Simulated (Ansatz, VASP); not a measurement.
ZrB in VASP and in Ansatz

INCAR

```
PREC = Accurate
ENCUT = 520
EDIFF = 1E-7
ISMEAR = 0
SIGMA = 0.15
LREAL = False
LASPH = True
NELM = 100
ALGO = Normal
ISIF = 2
LWAVE = False
LCHARG = False
GGA = PS
NBANDS = 14
```

The input KPOINTS:

```
regular mesh
0
Gamma
  18 18 18
```

File POSCAR:

```
ZrB
1.0
    0.0435937500      2.3250000000      2.3250000000
    2.3685937500      0.0000000000      2.3685937500
    2.3250000000      2.3250000000      0.0435937500
Zr B
1 1
Direct
    0.0000000000      0.0000000000      0.0000000000
    0.5000000000      0.5000000000      0.5000000000
```

Input for Ansatz:

```yaml
crystal:
  lattice:
    - [0.04359375, 2.325, 2.325]
    - [2.36859375, 0.0, 2.36859375]
    - [2.325, 2.325, 0.04359375]
  atoms:
    - { symbol: Zr, position: [0.0, 0.0, 0.0] }
    - { symbol: B, position: [0.5, 0.5, 0.5] }
basis:
  ecutwfc: 420
kpoints:
  mp_grid: { grid: [18, 18, 18] }
hamiltonian:
  xc: pbesol
scf:
  occupations: { method: gaussian, width: 0.15 }
output:
  forces: true
  stress: true
  eigenvalues: true
```

Change from the starting cell: strain +0.0375 x Voigt [0, 0, 0, 0, 1, 0], atoms carried along.

Alike in both runs: task single point; functional PBEsol; k mesh 18 × 18 × 18; occupations gaussian, width 0.15 eV; no spin polarisation.

```csv
,VASP,Ansatz
version,VASP 6.6.1,Ansatz 0.2.0
potentials or method,"VASP PAW PBE potentials, release 64 (Zr_sv, B), cutoff 520 eV","scalar-relativistic, plane waves, PAW"
valence electrons in the cell,15,15
```

Ansatz gave:

| Item | Value |
| --- | --- |
| gap on the k mesh at the Fermi level (eV) | none |
| pressure (GPa) | 29.5 |
| traceless stress, the component that is largest in VASP (GPa) | -2.20 |

Question: Which values does VASP return?

Answer: gap on the k mesh at the Fermi level (eV): none; pressure (GPa): 29.8; traceless stress, the component that is largest in VASP (GPa): -2.19.

VASP's potentials were made for PBE, not for PBEsol. A gap of «none» marks a metal or a gap that the smearing closes. Both programs put the cell under a high pressure, so it lies far from rest at this level. With one functional, cell and mesh, what is left measures potentials, basis and numerics.
